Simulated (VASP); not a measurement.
# CdTe (F-43m) in VASP: settings compared

CdTe is run at these levels: PBEsol, LDA, PBE; tasks: single point.

Program: VASP 6.6.1. These are calculated values, not measurements. Logs are shortened: lines on timing, memory, paths and dates and some standing lists are left out, and cuts for length are marked.

### 1 The cell of the first run

Symmetry: F-43m, No. 216, cubic system. Conventional cell: a = 6.618 Å, b = 6.618 Å, c = 6.618 Å, α = 90.00°, β = 90.00°, γ = 90.00°. Within 3.8 Å of Cd (site symmetry -43m) lie 4 Te at 2.87 Å. Te (site symmetry -43m) has 4 Cd at 2.87 Å within 3.8 Å.

### 2 Single point, PBEsol

INCAR reads:

```
SYSTEM = CdTe
ALGO = Normal ; EDIFF = 1E-6
ENCUT = 520 ; GGA = PS
ISIF = 2 ; ISMEAR = 0
LASPH = .TRUE. ; LCHARG = .FALSE.
LREAL = .FALSE. ; LWAVE = .FALSE.
NBANDS = 16 ; NELM = 80
PREC = Accurate ; SIGMA = 0.05
```

KPOINTS reads:

```
k-points
0
G
  10 10 10
  0 0 0
```

POSCAR reads:

```
CdTe
1.0
    0.0000000000      3.3090893088      3.3090893088
    3.3090893088      0.0000000000      3.3090893088
    3.3090893088      3.3090893088      0.0000000000
Cd Te
1 1
Direct
    0.0000000000      0.0000000000      0.0000000000
    0.2500000000      0.2500000000      0.2500000000
```

Potentials or basis: VASP PAW PBE potentials, release 64 (Cd, Te).

The run is started by

```console
cat potpaw_PBE.64/Cd/POTCAR potpaw_PBE.64/Te/POTCAR > POTCAR
mpirun -np 1 vasp_std > vasp.out
```

OUTCAR:

```text
SYSTEM = CdTe
   EDIFF = 1E-6
   ENCUT = 520
   GGA = PS
   ISIF = 2
   ISMEAR = 0
   LASPH = .TRUE.
   LREAL = .FALSE.
   NELM = 80
   PREC = Accurate

 ion  position               nearest neighbor table
   1  0.000  0.000  0.000-   2 2.87   2 2.87   2 2.87   2 2.87
   2  0.250  0.250  0.250-   1 2.87   1 2.87   1 2.87   1 2.87

  LATTYP: Found a face centered cubic cell.
 ALAT       =     6.6181786176

  Lattice vectors:

 A1 = (   0.0000000000,   3.3090893088,   3.3090893088)
 A2 = (   3.3090893088,   0.0000000000,   3.3090893088)
 A3 = (   3.3090893088,   3.3090893088,   0.0000000000)

Analysis of symmetry for initial positions (statically):
=====================================================================
 Subroutine PRICEL returns:
 Original cell was already a primitive cell.

 Routine SETGRP: Setting up the symmetry group for a
 face centered cubic supercell.

 Subroutine GETGRP returns: Found 24 space group operations
 (whereof 24 operations were pure point group operations)
 out of a pool of 48 trial point group operations.

The static configuration has the point symmetry T_d .

Analysis of symmetry for dynamics (positions and initial velocities):
=====================================================================
 Subroutine PRICEL returns:
 Original cell was already a primitive cell.

 Routine SETGRP: Setting up the symmetry group for a
 face centered cubic supercell.

 Subroutine GETGRP returns: Found 24 space group operations
 (whereof 24 operations were pure point group operations)
 out of a pool of 48 trial point group operations.

The dynamic configuration has the point symmetry T_d .

 Subroutine INISYM returns: Found 24 space group operations
 (whereof 24 operations are pure point group operations),
 and found     1 'primitive' translations

----------------------------------------------------------------------------------------

                                     Primitive cell

  volume of cell :      72.4695

  direct lattice vectors                    reciprocal lattice vectors
     0.000000000  3.309089309  3.309089309    -0.151098974  0.151098974  0.151098974
     3.309089309  0.000000000  3.309089309     0.151098974 -0.151098974  0.151098974
     3.309089309  3.309089309  0.000000000     0.151098974  0.151098974 -0.151098974

  length of vectors
     4.679758980  4.679758980  4.679758980     0.261711100  0.261711100  0.261711100

  position of ions in fractional coordinates (direct lattice)
     0.000000000  0.000000000  0.000000000
     0.250000000  0.250000000  0.250000000

  ion indices of the primitive-cell ions
   primitive index   ion index
                 1           1
                 2           2

----------------------------------------------------------------------------------------

 KPOINTS: k-points

Automatic generation of k-mesh.
 Grid dimensions read from file:
 generate k-points for:   10   10   10

 Generating k-lattice:

  Cartesian coordinates                     Fractional coordinates (reciprocal lattice)
    -0.015109897  0.015109897  0.015109897     0.100000000  0.000000000  0.000000000
     0.015109897 -0.015109897  0.015109897     0.000000000  0.100000000  0.000000000
     0.015109897  0.015109897 -0.015109897     0.000000000  0.000000000  0.100000000

  Length of vectors
     0.026171110  0.026171110  0.026171110

  Shift w.r.t. Gamma in fractional coordinates (k-lattice)
     0.000000000  0.000000000  0.000000000

 Subroutine IBZKPT returns following result:
 ===========================================

 Found     47 irreducible k-points:

 Following reciprocal coordinates:
            Coordinates               Weight
  0.000000  0.000000  0.000000      1.000000
  0.100000  0.000000  0.000000      8.000000
  0.200000  0.000000  0.000000      8.000000
  0.300000  0.000000  0.000000      8.000000
  0.400000  0.000000  0.000000      8.000000
  0.500000  0.000000  0.000000      4.000000
[... 16 lines left out ...]
  0.300000  0.300000  0.000000      6.000000
  0.400000  0.300000  0.000000     24.000000
 [... further k-points ...]
   k-points           NKPTS =     47   k-points in BZ     NKDIM =     47   number of bands    NBANDS=     16
   number of dos      NEDOS =    301   number of ions     NIONS =      2
   total plane-waves  NPLWV =  46656
   dimension x,y,z NGX =    36 NGY =   36 NGZ =   36
   dimension x,y,z NGXF=    72 NGYF=   72 NGZF=   72
   ions per type =               1   1
   NGX,Y,Z   is equivalent  to a cutoff of  12.79, 12.79, 12.79 a.u.
   NGXF,Y,Z  is equivalent  to a cutoff of  25.58, 25.58, 25.58 a.u.
 SYSTEM =  CdTe
   PREC   = accura    normal or accurate (medium, high low for compatibility)
   ISTART =      0    job   : 0-new  1-cont  2-samecut
   ICHARG =      2    charge: 1-file 2-atom 10-const
   ISPIN  =      1    spin polarized calculation?
   LNONCOLLINEAR =      F non collinear calculations
   LSORBIT =      F    spin-orbit coupling
   LASPH  =      T    aspherical Exc in radial PAW
   ENCUT  =  520.0 eV  38.22 Ry    6.18 a.u.   8.70  8.70  8.70*2*pi/ulx,y,z
   NELM   =     80;   NELMIN=  2; NELMDL= -5     # of ELM steps
   EDIFF  = 0.1E-05   stopping-criterion for ELM
   LREAL  =      F    real-space projection
   EDIFFG = 0.1E-04   stopping-criterion for IOM
   NSW    =      0    number of steps for IOM
   IBRION =     -1    ionic relax: 0-MD 1-quasi-New 2-CG
   NFREE  =      0    steps in history (QN), initial steepest desc. (CG)
   ISIF   =      2    stress and relaxation
   ISYM   =      2    0-nonsym 1-usesym 2-fastsym
   POTIM  = 0.5000    time-step for ionic-motion
   TEBEG  =    0.0;   TEEND  =   0.0 temperature during run
   PSTRESS=    0.0 pullay stress
   NELECT =      18.0000    total number of electrons
   NUPDOWN=      -1.0000    fix difference up-down
   EMIN   =  10.00;   EMAX   =-10.00  energy-range for DOS
   EFERMI =   0.00;   METHOD = LEGACY
   ISMEAR =     0;   SIGMA  =   0.05  broadening in eV -4-tet -1-fermi 0-gaus
   EFERMI_NEDOS =   21; number of points for ismear=-14 and -15
   IALGO  =     38    algorithm
   IMIX   =      4    mixing-type and parameters
     AMIX     =   0.40;   BMIX     =  1.00
     AMIX_MAG =   1.60;   BMIX_MAG =  1.00
  volume/ion in A,a.u.               =      36.23       244.52
  Fermi-wavevector in a.u.,A,eV,Ry     =   1.029075  1.944670 14.408517  1.058996
  Thomas-Fermi vector in A             =   2.163104
   LORBIT       =      0    0 simple, 1 ext, 2 COOP (PROOUT), +10 PAW based schemes
   GGA     = PS    functional components
   LHFCALC =     F    Hartree Fock is set to
   AEXX    =    0.0000 exact exchange contribution
   IVDW    =     0    specifies the selected vdW correction
   LEPSILON=     F    determine dielectric tensor
   LRPA    =     F    only Hartree local field effects (RPA)
 non-spin polarized calculation
 Gauss-broadening in eV      SIGMA  =   0.05
  energy-cutoff  :      520.00
  volume of cell :       72.47
 maximum number of plane-waves:      1980
   NGX = 17   NGY = 17   NGZ = 17

 number of electron      18.0000006 magnetization

 Free energy of the ion-electron system (eV)
  ---------------------------------------------------
  ext. energy  EPLUGINS =         0.00000000
  ---------------------------------------------------
  free energy    TOTEN  =        -5.46500234 eV

  energy without entropy =       -5.46500234  energy(sigma->0) =       -5.46500234

 E-fermi :   1.9297     XC(G=0):  -8.5054

 val. band max:        1.6625657802   @ k =   0.0000   0.0000   0.0000
 cond. band min:       2.1427949552   @ k =   0.0000   0.0000   0.0000
 fundamental gap:      0.4802291750
 Fermi energy:         1.9296648694

 k-point     1 :       0.0000    0.0000    0.0000
  band No.  band energies     occupation
      1      -9.2092      2.00000
      2      -6.3917      2.00000
      3      -6.3917      2.00000
      4      -6.3917      2.00000
      5      -6.1708      2.00000
      6      -6.1708      2.00000
[... 8 lines left out ...]
     15      10.8944      0.00000
     16      10.8944      0.00000

 k-point     2 :       0.1000    0.0000    0.0000
  band No.  band energies     occupation
      1      -9.1759      2.00000
      2      -6.3856      2.00000
      3      -6.3856      2.00000
      4      -6.3654      2.00000
      5      -6.1713      2.00000
      6      -6.1713      2.00000
[... 8 lines left out ...]
     15      10.3520      0.00000
     16      10.3520      0.00000

 k-point     3 :       0.2000    0.0000    0.0000
  band No.  band energies     occupation
      1      -9.0881      2.00000
      2      -6.3703      2.00000
      3      -6.3703      2.00000
      4      -6.2809      2.00000
      5      -6.1716      2.00000
      6      -6.1716      2.00000
[... 8 lines left out ...]
     15       9.9800      0.00000
     16       9.9800      0.00000

 k-point     4 :       0.3000    0.0000    0.0000
  band No.  band energies     occupation
      1      -8.9796      2.00000
      2      -6.3535      2.00000
      3      -6.3535      2.00000
      4      -6.1695      2.00000
      5      -6.1695      2.00000
      6      -6.1339      2.00000
[... 8 lines left out ...]
     15      10.2022      0.00000
     16      10.2022      0.00000
[... 324 lines left out ...]
 k-point    22 :      -0.2000    0.2000    0.0000
  band No.  band energies     occupation
      1      -8.9433      2.00000
      2      -6.3454      2.00000
      3      -6.3350      2.00000
      4      -6.1791      2.00000
      5      -6.1791      2.00000
      6      -6.0800      2.00000
[... 8 lines left out ...]
     15      10.9746      0.00000
     16      11.6282      0.00000

 k-point    23 :       0.3000    0.3000    0.0000
  band No.  band energies     occupation
      1      -8.9062      2.00000
      2      -6.3054      2.00000
      3      -6.3054      2.00000
      4      -6.2396      2.00000
      5      -6.1537      2.00000
      6      -6.0654      2.00000
[... 8 lines left out ...]
     15      11.6434      0.00000
     16      12.7559      0.00000

 k-point    24 :       0.4000    0.3000    0.0000
  band No.  band energies     occupation
      1      -8.8392      2.00000
      2      -6.2949      2.00000
      3      -6.2884      2.00000
      4      -6.2323      2.00000
      5      -6.1513      2.00000
      6      -5.9436      2.00000
[... 8 lines left out ...]
     15      12.0220      0.00000
     16      12.9704      0.00000

 [... further k-points ...]

------------------------ aborting loop because EDIFF is reached ----------------------------------------

  FORCE on cell =-STRESS in cart. coord.  units (eV):
  Direction    XX          YY          ZZ          XY          YZ          ZX
  --------------------------------------------------------------------------------------
  -------------------------------------------------------------------------------------
  Total       -0.9012515     -0.9012515     -0.9012515      0.0000000      0.0000000      0.0000000
  in kB      -19.9251283    -19.9251283    -19.9251283      0.0000000      0.0000000      0.0000000
  external PRESSURE =     -19.9251283 kB  Pullay stress =       0.0000000 kB

 VOLUME and BASIS-vectors are now :
 -----------------------------------------------------------------------------
  energy-cutoff  :      520.00
  volume of cell :       72.47
      direct lattice vectors                 reciprocal lattice vectors
     0.000000000  3.309089309  3.309089309    -0.151098974  0.151098974  0.151098974
     3.309089309  0.000000000  3.309089309     0.151098974 -0.151098974  0.151098974
     3.309089309  3.309089309  0.000000000     0.151098974  0.151098974 -0.151098974

 POSITION                                       TOTAL-FORCE (eV/Angst)
 -----------------------------------------------------------------------------------
      0.00000      0.00000      0.00000        -0.000000     -0.000000     -0.000000
      1.65454      1.65454      1.65454         0.000000      0.000000      0.000000
 -----------------------------------------------------------------------------------
    total drift:                               -0.000000     -0.000000     -0.000001

  FREE ENERGIE OF THE ION-ELECTRON SYSTEM (eV)
  ---------------------------------------------------
  free  energy   TOTEN  =        -5.4650023426 eV

  energy  without entropy=       -5.4650023426  energy(sigma->0) =       -5.46500234
```

Wall time 78 s (1 thread of Intel Xeon 8259CL, shared host); peak memory 0.23 GiB.

What came out:

* Free energy: -5.4650 eV
* Pressure: -2.0 GPa
* Band gap on the k mesh: 0.48 eV

Caveat: the PAW data sets were made with another functional, which shifts forces and pressure a little; spin-orbit coupling is left out, which moves the levels of the heavy elements.

(Part 1 of 2 ends here.)
